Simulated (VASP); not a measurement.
# MgB2 (P6/mmm) in VASP: further runs, part 2 of 2

VASP 6.6.1.

### Step 5. Single point, PBEsol

This run uses another cell than the first one, of 9.49 Å³/atom, 0.980 times its volume.

The input, INCAR:

```
SYSTEM = MgB2
  PREC = Accurate
  ENCUT = 600
  EDIFF = 1E-6
  ISMEAR = -1
  SIGMA = 0.05
  LREAL = .False.
  LASPH = .True.
  NELM = 120
  ALGO = Normal
  ISIF = 2
  LWAVE = .False.
  LCHARG = .False.
  GGA = PS
  NBANDS = 11
  GGA_COMPAT = .False.
```

The input, KPOINTS:

```
Automatic mesh
0
Gamma
  8 8 6
  0 0 0
```

The input, POSCAR:

```
MgB2
1.0
    3.0541500000      0.0000000000      0.0000000000
   -1.5270750000      2.6449714870      0.0000000000
    0.0000000000      0.0000000000      3.5230000000
Mg B
1 2
Direct
    0.0000000000      0.0000000000      0.0000000000
    0.6666666667      0.3333333333      0.5000000000
    0.3333333333      0.6666666667      0.5000000000
```

Potentials or basis: VASP PAW PBE potentials, release 64 (Mg, B).

Started as:

```
$ cat potpaw_PBE.64/Mg/POTCAR potpaw_PBE.64/B/POTCAR > POTCAR
$ mpirun -np 1 vasp_std > vasp.out
```

OUTCAR:

```text
SYSTEM = MgB2
   PREC = Accurate
   ENCUT = 600
   EDIFF = 1E-6
   ISMEAR = -1
   LREAL = .False.
   LASPH = .True.
   NELM = 120
   ISIF = 2
   GGA = PS

 ion  position               nearest neighbor table
   1  0.000  0.000  0.000-   2 2.49   3 2.49   2 2.49   3 2.49   2 2.49   2 2.49   3 2.49   3 2.49
                             2 2.49   2 2.49   3 2.49   3 2.49
   2  0.667  0.333  0.500-   3 1.76   3 1.76   3 1.76   1 2.49   1 2.49   1 2.49   1 2.49   1 2.49
                             1 2.49
   3  0.333  0.667  0.500-   2 1.76   2 1.76   2 1.76   1 2.49   1 2.49   1 2.49   1 2.49   1 2.49
                             1 2.49

  LATTYP: Found a hexagonal cell.
 ALAT       =     3.0541500000
 C/A-ratio  =     1.1535124339

  Lattice vectors:

 A1 = (   3.0541500000,   0.0000000000,   0.0000000000)
 A2 = (  -1.5270750000,   2.6449714870,   0.0000000000)
 A3 = (   0.0000000000,   0.0000000000,   3.5230000000)

Analysis of symmetry for initial positions (statically):
=====================================================================
 Subroutine PRICEL returns:
 Original cell was already a primitive cell.

 Routine SETGRP: Setting up the symmetry group for a
 hexagonal supercell.

 Subroutine GETGRP returns: Found 24 space group operations
 (whereof 24 operations were pure point group operations)
 out of a pool of 24 trial point group operations.

The static configuration has the point symmetry D_6h.

Analysis of symmetry for dynamics (positions and initial velocities):
=====================================================================
 Subroutine PRICEL returns:
 Original cell was already a primitive cell.

 Routine SETGRP: Setting up the symmetry group for a
 hexagonal supercell.

 Subroutine GETGRP returns: Found 24 space group operations
 (whereof 24 operations were pure point group operations)
 out of a pool of 24 trial point group operations.

The dynamic configuration has the point symmetry D_6h.

 Subroutine INISYM returns: Found 24 space group operations
 (whereof 24 operations are pure point group operations),
 and found     1 'primitive' translations

----------------------------------------------------------------------------------------

                                     Primitive cell

  volume of cell :      28.4593

  direct lattice vectors                    reciprocal lattice vectors
     3.054150000  0.000000000  0.000000000     0.327423342  0.189037955  0.000000000
    -1.527075000  2.644971487  0.000000000     0.000000000  0.378075909  0.000000000
     0.000000000  0.000000000  3.523000000     0.000000000  0.000000000  0.283848992

  length of vectors
     3.054150000  3.054150000  3.523000000     0.378075909  0.378075909  0.283848992

  position of ions in fractional coordinates (direct lattice)
     0.000000000  0.000000000  0.000000000
     0.666666667  0.333333333  0.500000000
     0.333333333  0.666666667  0.500000000

  ion indices of the primitive-cell ions
   primitive index   ion index
                 1           1
                 2           2
                 3           3

----------------------------------------------------------------------------------------

 KPOINTS: Automatic mesh

[... 25 lines left out ...]
  0.125000 -0.000000  0.000000      6.000000
  0.250000 -0.000000  0.000000      6.000000
  0.375000  0.000000  0.000000      6.000000
  0.500000 -0.000000  0.000000      3.000000
  0.125000  0.125000  0.000000      6.000000
[... 16 lines left out ...]
  0.250000 -0.000000  0.333333     12.000000
  0.375000  0.000000  0.333333     12.000000
 [... further k-points ...]
   k-points           NKPTS =     40   k-points in BZ     NKDIM =     40   number of bands    NBANDS=     11
   number of dos      NEDOS =    301   number of ions     NIONS =      3
   total plane-waves  NPLWV =  16128
   dimension x,y,z NGX =    24 NGY =   24 NGZ =   28
   dimension x,y,z NGXF=    48 NGYF=   48 NGZF=   56
   ions per type =               1   2
   NGX,Y,Z   is equivalent  to a cutoff of  13.06, 13.06, 13.21 a.u.
   NGXF,Y,Z  is equivalent  to a cutoff of  26.13, 26.13, 26.43 a.u.
 SYSTEM =  MgB2
   PREC   = accura    normal or accurate (medium, high low for compatibility)
   ISTART =      0    job   : 0-new  1-cont  2-samecut
   ICHARG =      2    charge: 1-file 2-atom 10-const
   ISPIN  =      1    spin polarized calculation?
   LNONCOLLINEAR =      F non collinear calculations
   LSORBIT =      F    spin-orbit coupling
   LASPH  =      T    aspherical Exc in radial PAW
   ENCUT  =  600.0 eV  44.10 Ry    6.64 a.u.   6.10  6.10  7.04*2*pi/ulx,y,z
   NELM   =    120;   NELMIN=  2; NELMDL= -5     # of ELM steps
   EDIFF  = 0.1E-05   stopping-criterion for ELM
   LREAL  =      F    real-space projection
   EDIFFG = 0.1E-04   stopping-criterion for IOM
   NSW    =      0    number of steps for IOM
   IBRION =     -1    ionic relax: 0-MD 1-quasi-New 2-CG
   NFREE  =      0    steps in history (QN), initial steepest desc. (CG)
   ISIF   =      2    stress and relaxation
   ISYM   =      2    0-nonsym 1-usesym 2-fastsym
   POTIM  = 0.5000    time-step for ionic-motion
   TEBEG  =    0.0;   TEEND  =   0.0 temperature during run
   PSTRESS=    0.0 pullay stress
   NELECT =       8.0000    total number of electrons
   NUPDOWN=      -1.0000    fix difference up-down
   EMIN   =  10.00;   EMAX   =-10.00  energy-range for DOS
   EFERMI =   0.00;   METHOD = LEGACY
   ISMEAR =    -1;   SIGMA  =   0.05  broadening in eV -4-tet -1-fermi 0-gaus
   EFERMI_NEDOS =   21; number of points for ismear=-14 and -15
   IALGO  =     38    algorithm
   IMIX   =      4    mixing-type and parameters
     AMIX     =   0.40;   BMIX     =  1.00
     AMIX_MAG =   1.60;   BMIX_MAG =  1.00
  volume/ion in A,a.u.               =       9.49        64.02
  Fermi-wavevector in a.u.,A,eV,Ry     =   1.072417  2.026573 15.647750  1.150077
  Thomas-Fermi vector in A             =   2.208186
   LORBIT       =      0    0 simple, 1 ext, 2 COOP (PROOUT), +10 PAW based schemes
   GGA     = PS    functional components
   LHFCALC =     F    Hartree Fock is set to
   AEXX    =    0.0000 exact exchange contribution
   IVDW    =     0    specifies the selected vdW correction
   LEPSILON=     F    determine dielectric tensor
   LRPA    =     F    only Hartree local field effects (RPA)
 non-spin polarized calculation
  energy-cutoff  :      600.00
  volume of cell :       28.46
 maximum number of plane-waves:       968
   NGX = 13   NGY = 13   NGZ = 15

 number of electron       8.0000000 magnetization

 Free energy of the ion-electron system (eV)
  ---------------------------------------------------
  ext. energy  EPLUGINS =         0.00000000
  ---------------------------------------------------
  free energy    TOTEN  =       -16.21488119 eV

  energy without entropy =      -16.20377809  energy(sigma->0) =      -16.20932964

 E-fermi :   5.3414     XC(G=0): -11.0693

 val. band max:        5.3112994867   @ k =   0.2500   0.2500   0.0000
 cond. band min:       5.3769462137   @ k =   0.3750   0.1250   0.3333
 fundamental gap:      0.0656467270
 Fermi energy:         5.3413541532

 k-point     1 :       0.0000    0.0000    0.0000
  band No.  band energies     occupation
      1      -7.1834      2.00000
      2       2.2644      2.00000
      3       5.7878      0.00026
      4       5.7878      0.00026
      5       6.8573      0.00000
      6      11.8164      0.00000
      7      11.8164      0.00000
      8      13.8458      0.00000
      9      15.5304      0.00000
     10      18.2420      0.00000
     11      21.5807      0.00000
[... 309 lines left out ...]
 k-point    24 :       0.3750    0.0000    0.3333
  band No.  band energies     occupation
      1      -4.0244      2.00000
      2      -0.0285      2.00000
      3       1.3290      2.00000
      4       3.6573      2.00000
      5       6.4693      0.00000
      6      10.9625      0.00000
      7      14.6376      0.00000
      8      15.2608      0.00000
      9      15.6855      0.00000
     10      18.4410      0.00000
     11      19.1483      0.00000

 [... further k-points ...]
[... 5 lines left out ...]
  --------------------------------------------------------------------------------------
  -------------------------------------------------------------------------------------
  Total        0.3435013      0.3435013     -0.4561464     -0.0000000     -0.0000000      0.0000000
  in kB       19.3381546     19.3381546    -25.6797527     -0.0000000     -0.0000000      0.0000000
  external PRESSURE =       4.3321855 kB  Pullay stress =       0.0000000 kB

 VOLUME and BASIS-vectors are now :
 -----------------------------------------------------------------------------
  energy-cutoff  :      600.00
  volume of cell :       28.46
      direct lattice vectors                 reciprocal lattice vectors
     3.054150000  0.000000000  0.000000000     0.327423342  0.189037955  0.000000000
    -1.527075000  2.644971487  0.000000000     0.000000000  0.378075909  0.000000000
     0.000000000  0.000000000  3.523000000     0.000000000  0.000000000  0.283848992

 POSITION                                       TOTAL-FORCE (eV/Angst)
 -----------------------------------------------------------------------------------
      0.00000      0.00000      0.00000        -0.000000      0.000000      0.000000
      1.52708      0.88166      1.76150         0.000000     -0.000000      0.000000
     -0.00000      1.76331      1.76150         0.000000      0.000000     -0.000000
 -----------------------------------------------------------------------------------
    total drift:                                0.000000     -0.000000      0.000000

  FREE ENERGIE OF THE ION-ELECTRON SYSTEM (eV)
  ---------------------------------------------------
  free  energy   TOTEN  =       -16.2148811886 eV

  energy  without entropy=      -16.2037780907  energy(sigma->0) =      -16.20932964
```

stdout:

```text
POSCAR found type information on POSCAR MgB
 POSCAR found :  2 types and       3 ions
 scaLAPACK will be used
 -----------------------------------------------------------------------------
|                                                                             |
|                                                                             |
|     You enforced a specific xc type in the INCAR file but a different       |
|     I HOPE YOU KNOW WHAT YOU ARE DOING!                                     |
|                                                                             |
 -----------------------------------------------------------------------------

 LDA part: xc-table for (Slater+PW92), standard interpolation
 POSCAR, INCAR and KPOINTS ok, starting setup
 FFT: planning ... GRIDC
 FFT: planning ... GRID_SOFT
 FFT: planning ... GRID
 WAVECAR not read
 entering main loop
```

Wall time 14 s (1 thread of Intel Xeon Platinum 8259CL at 2.50GHz (Skylake/Cascade Lake), shared host); peak memory 0.15 GiB.

What came out:

| Item | Value |
| --- | --- |
| Free energy | -16.2149 eV |
| Pressure | 0.4 GPa |
| Band gap on the k mesh | zero (band 4 reaches 6.41 eV, above the bottom of band 5 at 3.88 eV) |

Levels at points of the mesh, in eV from the Fermi level:
```
           k point  band 1  band 2  band 3  band 4  band 5  band 6  band 7  band 8  band 9
(0.00, 0.00, 0.00)  -12.52   -3.08    0.45    0.45    1.52    6.48    6.48    8.50   10.19
(0.50, 0.00, 0.00)   -8.54   -7.90   -2.15    0.15    3.07    3.96    5.27    7.19   12.68
(0.00, 0.00, 0.50)  -11.25   -7.56    0.82    0.82    6.78    6.78    8.19    9.85   10.35
(0.50, 0.00, 0.50)   -7.56   -7.00   -3.62   -1.88   -1.31    5.90    8.96    9.06   13.01
```

Caveat: the PAW data sets were made with another functional, which shifts forces and pressure a little.

### Step 6. Single point, PBEsol

The input, INCAR:

```
SYSTEM = MgB2
PREC = Accurate
ENCUT = 600
EDIFF = 1E-6
ISMEAR = -1
SIGMA = 0.05
LREAL = .FALSE.
LASPH = .TRUE.
NELM = 120
ALGO = Normal
ISIF = 2
LWAVE = .FALSE.
LCHARG = .FALSE.
GGA = PS
NBANDS = 11
GGA_COMPAT = .FALSE.
```

The input, KPOINTS:

```
regular mesh
0
G
  8 8 6
  0 0 0
```

The input, POSCAR:

```
MgB2
1.0
    3.0850000000      0.0000000000      0.0000000000
   -1.5425000000      2.6716883707      0.0000000000
    0.0000000000      0.0000000000      3.5230000000
Mg B
1 2
Direct
    0.0000000000      0.0000000000      0.0000000000
    0.6666666667      0.3333333333      0.5000000000
    0.3333333333      0.6666666667      0.5000000000
```

Potentials or basis: VASP PAW PBE potentials, release 64 (Mg, B).

Started as:

```
$ cat potpaw_PBE.64/Mg/POTCAR potpaw_PBE.64/B/POTCAR > POTCAR
$ mpirun -np 1 vasp_std > vasp.out
```

It took 22 s on 1 thread of Intel Xeon Platinum 8259CL at 2.50GHz (Skylake/Cascade Lake), shared host; peak memory 0.16 GiB.

Results (log left out):

```
Free energy            : -16.2137 eV
Pressure               : -3.0 GPa
Band gap on the k mesh : zero (band 4 reaches 6.31 eV, above the bottom of band 5 at 3.74 eV)
```

Stress tensor (GPa, compression positive):
```
-2.68  0.00  0.00
 0.00 -2.68  0.00
 0.00  0.00 -3.75
```

Levels at points of the mesh, in eV from the Fermi level:
```tsv
k point	band 1	band 2	band 3	band 4	band 5	band 6	band 7	band 8	band 9
(0.00, 0.00, 0.00)	-12.40	-2.93	0.38	0.38	1.63	6.28	6.28	8.12	9.95
(0.50, 0.00, 0.00)	-8.50	-7.83	-2.16	0.22	3.07	3.84	5.30	7.09	12.51
(0.00, 0.00, 0.50)	-11.12	-7.44	0.76	0.76	6.61	6.61	7.95	9.90	9.95
(0.50, 0.00, 0.50)	-7.52	-6.92	-3.57	-1.87	-1.31	5.68	8.73	8.87	13.01
```

Caveat: the PAW data sets were made with another functional, which shifts forces and pressure a little.

### Step 7. The runs side by side

| task | level | potentials or basis | cell | k mesh | gap on the mesh (eV) | pressure (GPa) | relaxed volume (Å³/atom) |
| --- | --- | --- | --- | --- | --- | --- | --- |
| relaxation of cell and atoms | LDA | VASP PAW LDA potentials, release 64 (Mg, B) | relaxed from a = 3.085, b = 3.085, c = 3.523 Å, angles 90.0, 90.0, 120.0°, 3 atoms | 10 × 10 × 8 | none | 0.0 | 9.15 |
| relaxation of cell and atoms | PBEsol | VASP PAW PBE potentials, release 64 (Mg, B) | relaxed from a = 3.085, b = 3.085, c = 3.523 Å, angles 90.0, 90.0, 120.0°, 3 atoms | 10 × 10 × 8 | none | 0.0 | 9.47 |
| single point | PBEsol | VASP PAW PBE potentials, release 64 (Mg, B) | a = 3.023, b = 3.023, c = 3.523 Å, angles 90.0, 90.0, 120.0°, 3 atoms | 8 × 8 × 6 | none | 4.2 | - |
| single point | PBEsol | VASP PAW PBE potentials, release 64 (Mg, B) | a = 3.054, b = 3.054, c = 3.523 Å, angles 90.0, 90.0, 120.0°, 3 atoms | 8 × 8 × 6 | none | 0.4 | - |
| single point | PBEsol | VASP PAW PBE potentials, release 64 (Mg, B) | a = 3.085, b = 3.085, c = 3.523 Å, angles 90.0, 90.0, 120.0°, 3 atoms | 8 × 8 × 6 | none | -3.0 | - |

Alike in all rows: no spin polarisation; cutoff (eV) 600; smearing fermi-dirac 0.05 eV.

Caveats: the PAW data sets were made with another functional, which shifts forces and pressure a little (some runs).

Total energies depend on the potentials used, so only differences within one code and one set of settings carry meaning.
